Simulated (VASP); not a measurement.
# Si7Ge (P-42m) in VASP: single point with r2SCAN

Aim: the single point of Si7Ge with r2SCAN.

All numbers are computed with VASP 6.6.1; they aren't measurements. Logs are shortened: lines on timing, memory, paths and dates and some standing lists are left out, and cuts for length are marked.

## 1. The cell of the first run

It takes space group P-42m (No. 111, tetragonal). The conventional cell has a = 5.331 Å, b = 5.331 Å, c = 5.468 Å, α = 90.00°, β = 90.00°, γ = 90.00°. Within 3.1 Å of Si (site symmetry m) lie 3 Si at 2.32 Å and 1 Ge at 2.35 Å. Within 3.1 Å of Si (site symmetry 222) lie 4 Si at 2.32 Å. Within 3.1 Å of Si (site symmetry -42m) lie 4 Si at 2.32 Å. Within 3.1 Å of Ge (site symmetry -42m) lie 4 Si at 2.35 Å.

## 2. Single point, r2SCAN (strain -0.025 along x and y, +0.000 along z)

POSCAR

```
Si7Ge
1.0
    5.3312692196      0.0000000000      0.0000000000
    0.0000000000      5.3312692196      0.0000000000
    0.0000000000      0.0000000000      5.4679684304
Si Ge
7 1
Direct
    0.2524307582      0.2524307582      0.2524307582
    0.0000000000      0.5000000000      0.5000000000
    0.5000000000      0.5000000000      0.0000000000
    0.5000000000      0.0000000000      0.5000000000
    0.7475692418      0.2524307582      0.7475692418
    0.7475692418      0.7475692418      0.2524307582
    0.2524307582      0.7475692418      0.7475692418
    0.0000000000      0.0000000000      0.0000000000
```

INCAR.step1

```
  PREC = Accurate
  ENCUT = 520
  ISMEAR = 0
  SIGMA = 0.05
  LREAL = False
  LASPH = True
  NELM = 80
  NBANDS = 31
  GGA = PE
  ALGO = Normal
  EDIFF = 1E-4
  LWAVE = True
  LCHARG = False
```

INCAR.step2

```
  PREC = Accurate
  ENCUT = 520
  EDIFF = 1E-6
  ISMEAR = 0
  SIGMA = 0.05
  LREAL = False
  LASPH = True
  NELM = 80
  ALGO = Normal
  ISIF = 2
  LWAVE = False
  LCHARG = True
  METAGGA = R2SCAN
  LMIXTAU = True
  LELF = True
  LVHAR = True
  NBANDS = 31
  ISTART = 1
```

KPOINTS

```
regular mesh
0
Gamma
  6 6 6
```

Potentials or basis: VASP PAW PBE potentials, release 64 (Si, Ge_d).

The run is started by

```bash
> cat potpaw_PBE.64/Si/POTCAR potpaw_PBE.64/Ge_d/POTCAR > POTCAR
> cp INCAR.step1 INCAR
> mpirun -np 1 vasp_std > vasp.out
> cp INCAR.step2 INCAR
> mpirun -np 1 vasp_std > vasp.out
```

OUTCAR:

```text
PREC = Accurate
   ENCUT = 520
   EDIFF = 1E-6
   ISMEAR = 0
   LREAL = False
   LASPH = True
   NELM = 80
   ISIF = 2
   METAGGA = R2SCAN
   ISTART = 1

 ion  position               nearest neighbor table
   1  0.252  0.252  0.252-   2 2.32   4 2.32   3 2.32   8 2.35
   2  0.000  0.500  0.500-   1 2.32   5 2.32   6 2.32   7 2.32
   3  0.500  0.500  0.000-   1 2.32   5 2.32   6 2.32   7 2.32
   4  0.500  0.000  0.500-   1 2.32   5 2.32   6 2.32   7 2.32
   5  0.748  0.252  0.748-   2 2.32   4 2.32   3 2.32   8 2.35
   6  0.748  0.748  0.252-   2 2.32   4 2.32   3 2.32   8 2.35
   7  0.252  0.748  0.748-   2 2.32   4 2.32   3 2.32   8 2.35
   8  0.000  0.000  0.000-   1 2.35   5 2.35   6 2.35   7 2.35

  LATTYP: Found a simple tetragonal cell.
 ALAT       =     5.3312692196
 C/A-ratio  =     1.0256410256

  Lattice vectors:

 A1 = (   5.3312692196,   0.0000000000,   0.0000000000)
 A2 = (   0.0000000000,   5.3312692196,   0.0000000000)
 A3 = (   0.0000000000,   0.0000000000,   5.4679684304)

Analysis of symmetry for initial positions (statically):
=====================================================================
 Subroutine PRICEL returns:
 Original cell was already a primitive cell.

 Routine SETGRP: Setting up the symmetry group for a
 simple tetragonal supercell.

 Subroutine GETGRP returns: Found  8 space group operations
 (whereof  8 operations were pure point group operations)
 out of a pool of 16 trial point group operations.

The static configuration has the point symmetry D_2d.

Analysis of symmetry for dynamics (positions and initial velocities):
=====================================================================
 Subroutine PRICEL returns:
 Original cell was already a primitive cell.

 Routine SETGRP: Setting up the symmetry group for a
 simple tetragonal supercell.

 Subroutine GETGRP returns: Found  8 space group operations
 (whereof  8 operations were pure point group operations)
 out of a pool of 16 trial point group operations.

The dynamic configuration has the point symmetry D_2d.

 Subroutine INISYM returns: Found  8 space group operations
 (whereof  8 operations are pure point group operations),
 and found     1 'primitive' translations

----------------------------------------------------------------------------------------

                                     Primitive cell

  volume of cell :     155.4130

  direct lattice vectors                    reciprocal lattice vectors
     5.331269220  0.000000000  0.000000000     0.187572595  0.000000000  0.000000000
     0.000000000  5.331269220  0.000000000     0.000000000  0.187572595  0.000000000
     0.000000000  0.000000000  5.467968430     0.000000000  0.000000000  0.182883280

  length of vectors
     5.331269220  5.331269220  5.467968430     0.187572595  0.187572595  0.182883280

  position of ions in fractional coordinates (direct lattice)
     0.252430758  0.252430758  0.252430758
     0.000000000  0.500000000  0.500000000
     0.500000000  0.500000000  0.000000000
     0.500000000  0.000000000  0.500000000
     0.747569242  0.252430758  0.747569242
     0.747569242  0.747569242  0.252430758
     0.252430758  0.747569242  0.747569242
     0.000000000  0.000000000  0.000000000

  ion indices of the primitive-cell ions
   primitive index   ion index
                 1           1
                 2           2
                 3           3
                 4           4
                 5           5
                 6           6
                 7           7
                 8           8

----------------------------------------------------------------------------------------

 KPOINTS: regular mesh

Automatic generation of k-mesh.
 Grid dimensions read from file:
 generate k-points for:    6    6    6

 Generating k-lattice:

  Cartesian coordinates                     Fractional coordinates (reciprocal lattice)
     0.031262099  0.000000000  0.000000000     0.166666667  0.000000000  0.000000000
     0.000000000  0.031262099  0.000000000     0.000000000  0.166666667  0.000000000
     0.000000000  0.000000000  0.030480547     0.000000000  0.000000000  0.166666667

  Length of vectors
     0.031262099  0.031262099  0.030480547

  Shift w.r.t. Gamma in fractional coordinates (k-lattice)
     0.000000000  0.000000000  0.000000000

 Subroutine IBZKPT returns following result:
 ===========================================

 Found     40 irreducible k-points:

 Following reciprocal coordinates:
            Coordinates               Weight
  0.000000  0.000000  0.000000      1.000000
  0.166667  0.000000  0.000000      4.000000
  0.333333  0.000000  0.000000      4.000000
  0.500000  0.000000  0.000000      2.000000
  0.166667  0.166667  0.000000      4.000000
  0.333333  0.166667  0.000000      8.000000
[... 16 lines left out ...]
  0.333333  0.000000  0.333333      8.000000
  0.500000  0.000000  0.333333      4.000000
 [... further k-points ...]
   k-points           NKPTS =     40   k-points in BZ     NKDIM =     40   number of bands    NBANDS=     31
   number of dos      NEDOS =    301   number of ions     NIONS =      8
   total plane-waves  NPLWV =  67200
   dimension x,y,z NGX =    40 NGY =   40 NGZ =   42
   dimension x,y,z NGXF=    80 NGYF=   80 NGZF=   84
   ions per type =               7   1
   NGX,Y,Z   is equivalent  to a cutoff of  12.47, 12.47, 12.77 a.u.
   NGXF,Y,Z  is equivalent  to a cutoff of  24.95, 24.95, 25.54 a.u.
 SYSTEM =  unknown system
   PREC   = accura    normal or accurate (medium, high low for compatibility)
   ISTART =      1    job   : 0-new  1-cont  2-samecut
   ICHARG =      0    charge: 1-file 2-atom 10-const
   ISPIN  =      1    spin polarized calculation?
   LNONCOLLINEAR =      F non collinear calculations
   LSORBIT =      F    spin-orbit coupling
   LASPH  =      T    aspherical Exc in radial PAW
   ENCUT  =  520.0 eV  38.22 Ry    6.18 a.u.   9.91  9.91 10.17*2*pi/ulx,y,z
   NELM   =     80;   NELMIN=  2; NELMDL=  0     # of ELM steps
   EDIFF  = 0.1E-05   stopping-criterion for ELM
   LREAL  =      F    real-space projection
   EDIFFG = 0.1E-04   stopping-criterion for IOM
   NSW    =      0    number of steps for IOM
   IBRION =     -1    ionic relax: 0-MD 1-quasi-New 2-CG
   NFREE  =      0    steps in history (QN), initial steepest desc. (CG)
   ISIF   =      2    stress and relaxation
   ISYM   =      2    0-nonsym 1-usesym 2-fastsym
   POTIM  = 0.5000    time-step for ionic-motion
   TEBEG  =    0.0;   TEEND  =   0.0 temperature during run
   PSTRESS=    0.0 pullay stress
   NELECT =      42.0000    total number of electrons
   NUPDOWN=      -1.0000    fix difference up-down
   EMIN   =  10.00;   EMAX   =-10.00  energy-range for DOS
   EFERMI =   0.00;   METHOD = LEGACY
   ISMEAR =     0;   SIGMA  =   0.05  broadening in eV -4-tet -1-fermi 0-gaus
   EFERMI_NEDOS =   21; number of points for ismear=-14 and -15
   IALGO  =     38    algorithm
   IMIX   =      4    mixing-type and parameters
     AMIX     =   0.40;   BMIX     =  1.00
     AMIX_MAG =   1.60;   BMIX_MAG =  1.00
  volume/ion in A,a.u.               =      19.43       131.10
  Fermi-wavevector in a.u.,A,eV,Ry     =   1.058430  2.000143 15.242257  1.120274
  Thomas-Fermi vector in A             =   2.193739
   LORBIT       =      0    0 simple, 1 ext, 2 COOP (PROOUT), +10 PAW based schemes
   METAGGA = R2SCAN    functional components
   LHFCALC =     F    Hartree Fock is set to
   AEXX    =    0.0000 exact exchange contribution
   IVDW    =     0    specifies the selected vdW correction
   LEPSILON=     F    determine dielectric tensor
   LRPA    =     F    only Hartree local field effects (RPA)
 non-spin polarized calculation
 Gauss-broadening in eV      SIGMA  =   0.05
  energy-cutoff  :      520.00
  volume of cell :      155.41
 maximum number of plane-waves:      4218
 NGX is ok and might be reduce to    40
   NGX = 19   NGY = 19   NGZ = 21

 number of electron      42.0000002 magnetization

 Free energy of the ion-electron system (eV)
  ---------------------------------------------------
  ext. energy  EPLUGINS =         0.00000000
  ---------------------------------------------------
  free energy    TOTEN  =       -75.11912000 eV

  energy without entropy =      -75.11912000  energy(sigma->0) =      -75.11912000

 E-fermi :   6.3555     XC(G=0): -10.1860

 val. band max:        6.1450773351   @ k =   0.0000   0.0000   0.0000
 cond. band min:       6.5578642437   @ k =   0.0000   0.0000   0.0000
 fundamental gap:      0.4127869086
 Fermi energy:         6.3554509242

 k-point     1 :       0.0000    0.0000    0.0000
  band No.  band energies     occupation
      1     -18.7490      2.00000
      2     -18.7490      2.00000
      3     -18.7488      2.00000
      4     -18.7146      2.00000
      5     -18.7127      2.00000
      6      -6.8948      2.00000
[... 23 lines left out ...]
     30       8.9386      0.00000
     31      10.1554      0.00000

 k-point     2 :       0.1667    0.0000    0.0000
  band No.  band energies     occupation
      1     -18.7490      2.00000
      2     -18.7490      2.00000
      3     -18.7489      2.00000
      4     -18.7146      2.00000
      5     -18.7127      2.00000
      6      -6.7618      2.00000
[... 23 lines left out ...]
     30       9.6239      0.00000
     31      10.7813      0.00000

 k-point     3 :       0.3333    0.0000    0.0000
  band No.  band energies     occupation
      1     -18.7491      2.00000
      2     -18.7490      2.00000
      3     -18.7489      2.00000
      4     -18.7145      2.00000
      5     -18.7126      2.00000
      6      -6.3665      2.00000
[... 23 lines left out ...]
     30      10.8900      0.00000
     31      11.0192      0.00000

 k-point     4 :       0.5000    0.0000    0.0000
  band No.  band energies     occupation
      1     -18.7491      2.00000
      2     -18.7490      2.00000
      3     -18.7489      2.00000
      4     -18.7144      2.00000
      5     -18.7126      2.00000
      6      -5.8056      2.00000
[... 23 lines left out ...]
     30      11.6838      0.00000
     31      11.7449      0.00000

 k-point     5 :       0.1667    0.1667    0.0000
  band No.  band energies     occupation
      1     -18.7490      2.00000
      2     -18.7490      2.00000
      3     -18.7489      2.00000
      4     -18.7145      2.00000
      5     -18.7127      2.00000
      6      -6.6301      2.00000
[... 23 lines left out ...]
     30       9.4967      0.00000
     31      11.5618      0.00000
[... 542 lines left out ...]
     30      10.8213      0.00000
     31      10.8411      0.00000

 k-point    22 :       0.1667    0.0000    0.3333
  band No.  band energies     occupation
      1     -18.7491      2.00000
      2     -18.7490      2.00000
      3     -18.7489      2.00000
      4     -18.7145      2.00000
      5     -18.7126      2.00000
      6      -6.2611      2.00000
[... 23 lines left out ...]
     30      10.6220      0.00000
     31      11.3723      0.00000

 k-point    23 :       0.3333    0.0000    0.3333
  band No.  band energies     occupation
      1     -18.7491      2.00000
      2     -18.7490      2.00000
      3     -18.7489      2.00000
      4     -18.7145      2.00000
      5     -18.7125      2.00000
      6      -5.8822      2.00000
[... 23 lines left out ...]
     30      10.6480      0.00000
     31      10.8822      0.00000

 k-point    24 :       0.5000    0.0000    0.3333
  band No.  band energies     occupation
      1     -18.7492      2.00000
      2     -18.7490      2.00000
      3     -18.7489      2.00000
      4     -18.7144      2.00000
      5     -18.7125      2.00000
      6      -5.3633      2.00000
[... 23 lines left out ...]
     30      11.3385      0.00000
     31      11.5142      0.00000

 [... further k-points ...]

------------------------ aborting loop because EDIFF is reached ----------------------------------------

  FORCE on cell =-STRESS in cart. coord.  units (eV):
  Direction    XX          YY          ZZ          XY          YZ          ZX
  --------------------------------------------------------------------------------------
  -------------------------------------------------------------------------------------
  Total        5.8511858      5.8511858      3.1553558      0.0000000     -0.0000000      0.0000000
  in kB       60.3208215     60.3208215     32.5290732      0.0000000     -0.0000000      0.0000000
  external PRESSURE =      51.0569054 kB  Pullay stress =       0.0000000 kB

 VOLUME and BASIS-vectors are now :
 -----------------------------------------------------------------------------
  energy-cutoff  :      520.00
  volume of cell :      155.41
      direct lattice vectors                 reciprocal lattice vectors
     5.331269220  0.000000000  0.000000000     0.187572595  0.000000000  0.000000000
     0.000000000  5.331269220  0.000000000     0.000000000  0.187572595  0.000000000
     0.000000000  0.000000000  5.467968430     0.000000000  0.000000000  0.182883280

 POSITION                                       TOTAL-FORCE (eV/Angst)
 -----------------------------------------------------------------------------------
      1.34578      1.34578      1.38028         0.013672      0.013672      0.001856
      0.00000      2.66563      2.73398         0.000000     -0.000000      0.000000
      2.66563      2.66563      0.00000         0.000000     -0.000000      0.000000
      2.66563      0.00000      2.73398         0.000000     -0.000000     -0.000000
      3.98549      1.34578      4.08769        -0.013672      0.013672     -0.001856
      3.98549      3.98549      1.38028        -0.013672     -0.013672      0.001856
      1.34578      3.98549      4.08769         0.013672     -0.013672     -0.001856
      0.00000      0.00000      0.00000         0.000000     -0.000000      0.000000
 -----------------------------------------------------------------------------------
    total drift:                               -0.000000     -0.000000     -0.000000

  FREE ENERGIE OF THE ION-ELECTRON SYSTEM (eV)
  ---------------------------------------------------
  free  energy   TOTEN  =       -75.1191200021 eV

  energy  without entropy=      -75.1191200021  energy(sigma->0) =      -75.11912000
```

It took 8.6 min on 1 thread of Intel Xeon 8259CL, shared host; peak memory 0.37 GiB.

Results:

* Free energy: -75.1191 eV
* Pressure: 5.1 GPa
* Largest force: 0.019 eV/Å
* Band gap on the k mesh: 0.41 eV

Forces in eV/Å, atoms in the order of the input:
```
Si   0.014  0.014  0.002
Si   0.000  0.000  0.000
Si   0.000  0.000  0.000
Si   0.000  0.000  0.000
Si  -0.014  0.014 -0.002
Si  -0.014 -0.014  0.002
Si   0.014 -0.014 -0.002
Ge   0.000  0.000  0.000
```

Caveat: the cell differs from its parent crystal (strain -0.025 along x and y, +0.000 along z); the cell stands under pressure; semilocal functionals underestimate gaps, and a narrow one can read as zero; the PAW data sets were made with another functional, which shifts forces and pressure a little.
